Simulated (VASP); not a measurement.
# Hg (I4/mmm) in VASP: a series of runs

Aim: see how the results for Hg move with the level of theory and the settings. Levels: LDA, PBE, PBEsol. Tasks: single point.

Everything below comes from runs of VASP 6.6.1. Logs are shortened: lines on timing, memory, paths and dates and some standing lists are left out, and cuts for length are marked.

## 1. The cell of the first run

The structure is tetragonal, space group I4/mmm (No. 139). Conventional cell: a = 3.753 Å, b = 3.753 Å, c = 3.834 Å, α = 90.00°, β = 90.00°, γ = 90.00°. Hg (site symmetry 4/mmm) has 14 Hg at 3.27 to 3.83 Å within 4.3 Å.

## 2. Single point, LDA

INCAR

```
PREC = Accurate ; ENCUT = 520
EDIFF = 1E-7 ; ISMEAR = 0
SIGMA = 0.02 ; LREAL = F
LASPH = T ; NELM = 60
ALGO = Fast ; ISIF = 2
LWAVE = F ; LCHARG = T
LELF = T ; LVHAR = T
NBANDS = 12
```

KPOINTS

```
Automatic mesh
0
Gamma
  10 10 10
```

POSCAR

```
Hg
1.0
   -1.8767364354      1.8767364354      1.9168448550
    1.8767364354     -1.8767364354      1.9168448550
    1.8767364354      1.8767364354     -1.9168448550
Hg
1
Direct
    0.5000000000      0.5000000000      0.0000000000
```

Potentials or basis: VASP PAW LDA potentials, release 64 (Hg).

Command:

```
> cat potpaw_LDA.64/Hg/POTCAR > POTCAR
> mpirun -np 1 vasp_std > vasp.out
```

OUTCAR:

```text
PREC = Accurate
   ENCUT = 520
   EDIFF = 1E-7
   ISMEAR = 0
   LREAL = F
   LASPH = T
   NELM = 60
   ISIF = 2

 ion  position               nearest neighbor table
   1  0.500  0.500  0.000-

  LATTYP: Found a body centered tetragonal cell.
 ALAT       =     3.7534728708
 C/A-ratio  =     1.0213713651

  Lattice vectors:

 A1 = (  -1.8767364354,   1.8767364354,   1.9168448550)
 A2 = (   1.8767364354,  -1.8767364354,   1.9168448550)
 A3 = (   1.8767364354,   1.8767364354,  -1.9168448550)

Analysis of symmetry for initial positions (statically):
=====================================================================
 Subroutine PRICEL returns:
 Original cell was already a primitive cell.

 Routine SETGRP: Setting up the symmetry group for a
 body centered tetragonal supercell.

 Subroutine GETGRP returns: Found 16 space group operations
 (whereof 16 operations were pure point group operations)
 out of a pool of 16 trial point group operations.

The static configuration has the point symmetry D_4h.

Analysis of symmetry for dynamics (positions and initial velocities):
=====================================================================
 Subroutine PRICEL returns:
 Original cell was already a primitive cell.

 Routine SETGRP: Setting up the symmetry group for a
 body centered tetragonal supercell.

 Subroutine GETGRP returns: Found 16 space group operations
 (whereof 16 operations were pure point group operations)
 out of a pool of 16 trial point group operations.

The dynamic configuration has the point symmetry D_4h.

 Subroutine INISYM returns: Found 16 space group operations
 (whereof 16 operations are pure point group operations),
 and found     1 'primitive' translations

----------------------------------------------------------------------------------------

                                     Primitive cell

  volume of cell :      27.0056

  direct lattice vectors                    reciprocal lattice vectors
    -1.876736435  1.876736435  1.916844855     0.000000000  0.266419935  0.260845315
     1.876736435 -1.876736435  1.916844855     0.266419935  0.000000000  0.260845315
     1.876736435  1.876736435 -1.916844855     0.266419935  0.266419935  0.000000000

  length of vectors
     3.273923257  3.273923257  3.273923257     0.372853672  0.372853672  0.376774686

  position of ions in fractional coordinates (direct lattice)
     0.500000000  0.500000000  0.000000000

  ion indices of the primitive-cell ions
   primitive index   ion index
[... 76 lines left out ...]
   NSW    =      0    number of steps for IOM
   IBRION =     -1    ionic relax: 0-MD 1-quasi-New 2-CG
   NFREE  =      0    steps in history (QN), initial steepest desc. (CG)
   ISIF   =      2    stress and relaxation
   ISYM   =      2    0-nonsym 1-usesym 2-fastsym
   POTIM  = 0.5000    time-step for ionic-motion
   TEBEG  =    0.0;   TEEND  =   0.0 temperature during run
   PSTRESS=    0.0 pullay stress
   NELECT =      12.0000    total number of electrons
   NUPDOWN=      -1.0000    fix difference up-down
   EMIN   =  10.00;   EMAX   =-10.00  energy-range for DOS
   EFERMI =   0.00;   METHOD = LEGACY
   ISMEAR =     0;   SIGMA  =   0.02  broadening in eV -4-tet -1-fermi 0-gaus
   EFERMI_NEDOS =   21; number of points for ismear=-14 and -15
   IALGO  =     68    algorithm
   IMIX   =      4    mixing-type and parameters
     AMIX     =   0.40;   BMIX     =  1.00
     AMIX_MAG =   1.60;   BMIX_MAG =  1.00
  volume/ion in A,a.u.               =      27.01       182.24
  Fermi-wavevector in a.u.,A,eV,Ry     =   1.249254  2.360748 21.233735  1.560635
  Thomas-Fermi vector in A             =   2.383303
   LORBIT       =      0    0 simple, 1 ext, 2 COOP (PROOUT), +10 PAW based schemes
   GGA     = CA    functional components
   LHFCALC =     F    Hartree Fock is set to
   AEXX    =    0.0000 exact exchange contribution
   IVDW    =     0    specifies the selected vdW correction
   LEPSILON=     F    determine dielectric tensor
   LRPA    =     F    only Hartree local field effects (RPA)
 non-spin polarized calculation
 RMM-DIIS sequential band-by-band and
 Gauss-broadening in eV      SIGMA  =   0.02
  energy-cutoff  :      520.00
  volume of cell :       27.01
 maximum number of plane-waves:       738
   NGX = 13   NGY = 13   NGZ = 13

 number of electron      11.9999998 magnetization

 Free energy of the ion-electron system (eV)
  ---------------------------------------------------
  ext. energy  EPLUGINS =         0.00000000
  ---------------------------------------------------
  free energy    TOTEN  =        -0.86694748 eV

  energy without entropy =       -0.86673484  energy(sigma->0) =       -0.86684116

 E-fermi :   1.4098     XC(G=0): -10.4823

 val. band max:        1.4050297908   @ k =  -0.4000   0.5000   0.3000
 cond. band min:       1.4272683504   @ k =   0.4000   0.1000   0.1000
 fundamental gap:      0.0222385596
 Fermi energy:         1.4098376921

 k-point     1 :       0.0000    0.0000    0.0000
  band No.  band energies     occupation
      1      -6.5657      2.00000
      2      -5.1913      2.00000
      3      -5.1913      2.00000
      4      -5.1447      2.00000
      5      -4.5007      2.00000
      6      -4.4519      2.00000
      7      15.7919      0.00000
      8      15.9081      0.00000
      9      15.9081      0.00000
     10      15.9956      0.00000
     11      16.3896      0.00000
     12      16.3896      0.00000
[... 331 lines left out ...]
 k-point    24 :       0.4000    0.3000    0.0000
  band No.  band energies     occupation
      1      -5.5540      2.00000
      2      -5.1040      2.00000
      3      -4.8523      2.00000
      4      -4.4799      2.00000
      5      -4.3417      2.00000
      6       0.1968      2.00000
      7       3.0096      0.00000
      8       4.5520      0.00000
      9      10.6320      0.00000
     10      17.2398      0.00000
     11      18.1353      0.00000
     12      19.9479      0.00000

 [... further k-points ...]
[... 5 lines left out ...]
  --------------------------------------------------------------------------------------
  -------------------------------------------------------------------------------------
  Total       -0.6855255     -0.6855255     -0.6657205      0.0000000      0.0000000      0.0000000
  in kB      -40.6706087    -40.6706087    -39.4956254      0.0000000      0.0000000      0.0000000
  external PRESSURE =     -40.2789476 kB  Pullay stress =       0.0000000 kB

 VOLUME and BASIS-vectors are now :
 -----------------------------------------------------------------------------
  energy-cutoff  :      520.00
  volume of cell :       27.01
      direct lattice vectors                 reciprocal lattice vectors
    -1.876736435  1.876736435  1.916844855     0.000000000  0.266419935  0.260845315
     1.876736435 -1.876736435  1.916844855     0.266419935  0.000000000  0.260845315
     1.876736435  1.876736435 -1.916844855     0.266419935  0.266419935  0.000000000

 POSITION                                       TOTAL-FORCE (eV/Angst)
 -----------------------------------------------------------------------------------
      0.00000      0.00000      1.91684         0.000000      0.000000      0.000000
 -----------------------------------------------------------------------------------
    total drift:                               -0.000000      0.000000      0.000000

  FREE ENERGIE OF THE ION-ELECTRON SYSTEM (eV)
  ---------------------------------------------------
  free  energy   TOTEN  =        -0.8669474782 eV

  energy  without entropy=       -0.8667348362  energy(sigma->0) =       -0.86684116
```

OSZICAR:

```text
N       E                     dE             d eps       ncg     rms          rms(c)
DAV:   1     0.741596128729E+02    0.74160E+02   -0.62638E+03  2448   0.941E+02
DAV:   2     0.508123126259E+00   -0.73651E+02   -0.69327E+02  2736   0.228E+02
DAV:   3    -0.901447668514E+00   -0.14096E+01   -0.14050E+01  2852   0.347E+01
DAV:   4    -0.902888311455E+00   -0.14406E-02   -0.14406E-02  2736   0.118E+00
DAV:   5    -0.902890497053E+00   -0.21856E-05   -0.21854E-05  2800   0.442E-02    0.236E+00
RMM:   6    -0.870395806111E+00    0.32495E-01   -0.50307E-02  2460   0.210E+00    0.191E+00
RMM:   7    -0.867415940815E+00    0.29799E-02   -0.40775E-03  2530   0.444E-01    0.960E-01
RMM:   8    -0.866943922179E+00    0.47202E-03   -0.61547E-04  2682   0.354E-01    0.311E-02
RMM:   9    -0.866947053323E+00   -0.31311E-05   -0.34895E-05  2767   0.556E-02    0.115E-02
RMM:  10    -0.866947697768E+00   -0.64444E-06   -0.90313E-06  2685   0.393E-02    0.746E-03
RMM:  11    -0.866947474476E+00    0.22329E-06   -0.11064E-06  2789   0.105E-02    0.108E-03
RMM:  12    -0.866947478165E+00   -0.36889E-08   -0.29785E-08  1823   0.190E-03
   1 F= -.86694748E+00 E0= -.86684116E+00  d E =-.212642E-03
```

stdout:

```text
POSCAR found type information on POSCAR Hg
 POSCAR found :  1 types and       1 ions
 scaLAPACK will be used
 LDA part: xc-table for (Slater(with rela. corr.)+CA(PZ))
 , standard interpolation
 POSCAR, INCAR and KPOINTS ok, starting setup
 FFT: planning ... GRIDC
 FFT: planning ... GRID_SOFT
 FFT: planning ... GRID
 WAVECAR not read
 entering main loop
```

Wall time 20 s (1 thread of AMD EPYC 7R13 (Zen 3), shared host); peak memory 0.12 GiB.

What came out:

- Free energy: -0.8669 eV
- Pressure: -4.0 GPa
- Band gap on the k mesh: zero (band 6 reaches 3.75 eV, above the bottom of band 7 at 0.56 eV)

Levels at points of the mesh, in eV from the Fermi level:
```csv
k point,band 2,band 3,band 4,band 5,band 6,band 7,band 8,band 9,band 10,band 11
"(0.00, 0.00, 0.00)",-6.60,-6.60,-6.55,-5.91,-5.86,14.38,14.50,14.50,14.59,14.98
"(0.50, 0.00, 0.00)",-6.92,-5.97,-5.86,-5.39,-1.50,-0.85,8.86,9.85,13.65,14.57
"(0.50, 0.50, 0.00)",-6.97,-5.90,-5.84,-5.38,-1.38,-0.77,8.54,9.49,13.24,14.27
"(0.50, 0.50, 0.50)",-7.11,-5.52,-5.50,-5.50,2.34,3.51,3.95,3.95,9.39,9.66
```

Caveat: spin-orbit coupling is left out, which moves the levels of the heavy elements.

## 3. Single point, PBE

INCAR

```
SYSTEM = Hg
  PREC = Accurate
  ENCUT = 520
  EDIFF = 1E-6
  ISMEAR = 0
  SIGMA = 0.05
  LREAL = .FALSE.
  LASPH = .TRUE.
  NELM = 100
  ALGO = Normal
  ISIF = 2
  LWAVE = .FALSE.
  LCHARG = .FALSE.
  GGA = PE
  NBANDS = 12
```

KPOINTS

```
regular mesh
0
G
  10 10 10
  0 0 0
```

POSCAR is that of step 2.

Potentials or basis: VASP PAW PBE potentials, release 64 (Hg).

Command:

```
> cat potpaw_PBE.64/Hg/POTCAR > POTCAR
> mpirun -np 1 vasp_std > vasp.out
```

Run time: 18 s. Hardware: 1 thread of AMD EPYC 7R13 (Zen 3), shared host; peak memory 0.13 GiB.

The run converged. Its results:

```
Free energy            : -0.1682 eV
Pressure               : 1.7 GPa
Band gap on the k mesh : zero (band 6 reaches 4.02 eV, above the bottom of band 7 at 0.90 eV)
```

Stress tensor (GPa, compression positive):
```
1.62 0.00 0.00
0.00 1.62 0.00
0.00 0.00 1.73
```

Levels at points of the mesh, in eV from the Fermi level:
```csv
k point,band 4,band 5,band 6,band 7,band 8,band 9
"(0.00, 0.00, 0.00)",-6.62,-5.99,-5.95,14.42,14.53,14.53
"(0.50, 0.00, 0.00)",-5.94,-5.47,-1.53,-0.82,8.91,9.88
"(0.50, 0.50, 0.00)",-5.92,-5.46,-1.41,-0.74,8.58,9.52
"(0.50, 0.50, 0.50)",-5.58,-5.58,2.31,3.55,3.99,3.99
```

Caveat: spin-orbit coupling is left out, which moves the levels of the heavy elements.

## 4. Single point, PBEsol

INCAR

```
  ALGO = Normal
  EDIFF = 1E-6
  ENCUT = 520
  GGA = PS
  ISIF = 2
  ISMEAR = 0
  LASPH = T
  LCHARG = F
  LREAL = F
  LWAVE = F
  NBANDS = 12
  NELM = 100
  PREC = Accurate
  SIGMA = 0.1
```

KPOINTS

```
k-points
0
Gamma
  10 10 10
```

POSCAR is that of step 3.

Potentials or basis: VASP PAW PBE potentials, release 64 (Hg).

Command:

```
> cat potpaw_PBE.64/Hg/POTCAR > POTCAR
> mpirun -np 1 vasp_std > vasp.out
```

OUTCAR:

```text
EDIFF = 1E-6
   ENCUT = 520
   GGA = PS
   ISIF = 2
   ISMEAR = 0
   LASPH = T
   LREAL = F
   NELM = 100
   PREC = Accurate

 ion  position               nearest neighbor table
   1  0.500  0.500  0.000-

  LATTYP: Found a body centered tetragonal cell.
 ALAT       =     3.7534728708
 C/A-ratio  =     1.0213713651

  Lattice vectors:

 A1 = (  -1.8767364354,   1.8767364354,   1.9168448550)
 A2 = (   1.8767364354,  -1.8767364354,   1.9168448550)
 A3 = (   1.8767364354,   1.8767364354,  -1.9168448550)

Analysis of symmetry for initial positions (statically):
=====================================================================
 Subroutine PRICEL returns:
 Original cell was already a primitive cell.

 Routine SETGRP: Setting up the symmetry group for a
 body centered tetragonal supercell.

 Subroutine GETGRP returns: Found 16 space group operations
 (whereof 16 operations were pure point group operations)
 out of a pool of 16 trial point group operations.

The static configuration has the point symmetry D_4h.

Analysis of symmetry for dynamics (positions and initial velocities):
=====================================================================
 Subroutine PRICEL returns:
 Original cell was already a primitive cell.

 Routine SETGRP: Setting up the symmetry group for a
 body centered tetragonal supercell.

 Subroutine GETGRP returns: Found 16 space group operations
 (whereof 16 operations were pure point group operations)
 out of a pool of 16 trial point group operations.

The dynamic configuration has the point symmetry D_4h.

 Subroutine INISYM returns: Found 16 space group operations
 (whereof 16 operations are pure point group operations),
 and found     1 'primitive' translations

----------------------------------------------------------------------------------------

                                     Primitive cell

  volume of cell :      27.0056

[... 107 lines left out ...]
  volume/ion in A,a.u.               =      27.01       182.24
  Fermi-wavevector in a.u.,A,eV,Ry     =   1.249254  2.360748 21.233735  1.560635
  Thomas-Fermi vector in A             =   2.383303
   LORBIT       =      0    0 simple, 1 ext, 2 COOP (PROOUT), +10 PAW based schemes
   GGA     = PS    functional components
   LHFCALC =     F    Hartree Fock is set to
   AEXX    =    0.0000 exact exchange contribution
   IVDW    =     0    specifies the selected vdW correction
   LEPSILON=     F    determine dielectric tensor
   LRPA    =     F    only Hartree local field effects (RPA)
 non-spin polarized calculation
 Gauss-broadening in eV      SIGMA  =   0.10
  energy-cutoff  :      520.00
  volume of cell :       27.01
 maximum number of plane-waves:       738
   NGX = 13   NGY = 13   NGZ = 13

 number of electron      11.9999998 magnetization

 Free energy of the ion-electron system (eV)
  ---------------------------------------------------
  ext. energy  EPLUGINS =         0.00000000
  ---------------------------------------------------
  free energy    TOTEN  =        -0.52734763 eV

  energy without entropy =       -0.52567319  energy(sigma->0) =       -0.52651041

 E-fermi :   1.4833     XC(G=0): -10.3207

 val. band max:        1.4026285565   @ k =  -0.4000   0.4000   0.4000
 cond. band min:       1.4869057164   @ k =  -0.4000   0.5000   0.3000
 fundamental gap:      0.0842771599
 Fermi energy:         1.4833328523

 k-point     1 :       0.0000    0.0000    0.0000
  band No.  band energies     occupation
      1      -6.4894      2.00000
      2      -5.1077      2.00000
      3      -5.1077      2.00000
      4      -5.0618      2.00000
      5      -4.4240      2.00000
      6      -4.3752      2.00000
      7      15.9335      0.00000
      8      16.0254      0.00000
      9      16.0254      0.00000
     10      16.0491      0.00000
     11      16.4707      0.00000
     12      16.4707      0.00000
[... 331 lines left out ...]
 k-point    24 :       0.4000    0.3000    0.0000
  band No.  band energies     occupation
      1      -5.4704      2.00000
      2      -5.0245      2.00000
      3      -4.7741      2.00000
      4      -4.4020      2.00000
      5      -4.2642      2.00000
      6       0.2775      2.00000
      7       3.0861      0.00000
      8       4.6251      0.00000
      9      10.7224      0.00000
     10      17.2999      0.00000
     11      18.1940      0.00000
     12      20.0147      0.00000

 [... further k-points ...]
[... 5 lines left out ...]
  --------------------------------------------------------------------------------------
  -------------------------------------------------------------------------------------
  Total       -0.3921183     -0.3921183     -0.3452297      0.0000000     -0.0000000      0.0000000
  in kB      -23.2634506    -23.2634506    -20.4816624      0.0000000     -0.0000000      0.0000000
  external PRESSURE =     -22.3361879 kB  Pullay stress =       0.0000000 kB

 VOLUME and BASIS-vectors are now :
 -----------------------------------------------------------------------------
  energy-cutoff  :      520.00
  volume of cell :       27.01
      direct lattice vectors                 reciprocal lattice vectors
    -1.876736435  1.876736435  1.916844855     0.000000000  0.266419935  0.260845315
     1.876736435 -1.876736435  1.916844855     0.266419935  0.000000000  0.260845315
     1.876736435  1.876736435 -1.916844855     0.266419935  0.266419935  0.000000000

 POSITION                                       TOTAL-FORCE (eV/Angst)
 -----------------------------------------------------------------------------------
      0.00000      0.00000      1.91684        -0.000000      0.000000      0.000000
 -----------------------------------------------------------------------------------
    total drift:                               -0.000000      0.000000      0.000000

  FREE ENERGIE OF THE ION-ELECTRON SYSTEM (eV)
  ---------------------------------------------------
  free  energy   TOTEN  =        -0.5273476319 eV

  energy  without entropy=       -0.5256731891  energy(sigma->0) =       -0.52651041
```

stdout:

```text
POSCAR found type information on POSCAR Hg
 POSCAR found :  1 types and       1 ions
 scaLAPACK will be used
 -----------------------------------------------------------------------------
|                                                                             |
|                                                                             |
|     You enforced a specific xc type in the INCAR file but a different       |
|     I HOPE YOU KNOW WHAT YOU ARE DOING!                                     |
|                                                                             |
 -----------------------------------------------------------------------------

 LDA part: xc-table for (Slater+PW92), standard interpolation
 POSCAR, INCAR and KPOINTS ok, starting setup
 FFT: planning ... GRIDC
 FFT: planning ... GRID_SOFT
 FFT: planning ... GRID
 WAVECAR not read
 entering main loop
```

Wall time 19 s (1 thread of AMD EPYC 7R13 (Zen 3), shared host); peak memory 0.13 GiB.

Results:

* Free energy: -0.5273 eV
* Pressure: -2.2 GPa
* Band gap on the k mesh: zero (band 6 reaches 3.83 eV, above the bottom of band 7 at 0.63 eV)

Stress tensor (GPa, compression positive):
```
-2.33  0.00  0.00
 0.00 -2.33  0.00
 0.00  0.00 -2.05
```

Caveat: the PAW data sets were made with another functional, which shifts forces and pressure a little; spin-orbit coupling is left out, which moves the levels of the heavy elements.

## 5. Overview

| level | potentials or basis | smearing | gap on the mesh (eV) | pressure (GPa) |
| --- | --- | --- | --- | --- |
| LDA | VASP PAW LDA potentials, release 64 (Hg) | gaussian 0.02 eV | none | -4.0 |
| PBE | VASP PAW PBE potentials, release 64 (Hg) | gaussian 0.05 eV | none | 1.7 |
| PBEsol | VASP PAW PBE potentials, release 64 (Hg) | gaussian 0.1 eV | none | -2.2 |

Alike in all rows: task single point; no spin polarisation; cell as given; k mesh 10 × 10 × 10; cutoff (eV) 520.

Caveats: spin-orbit coupling is left out, which moves the levels of the heavy elements; the PAW data sets were made with another functional, which shifts forces and pressure a little (some runs).

Absolute energies hang on the potentials; compare differences alone.
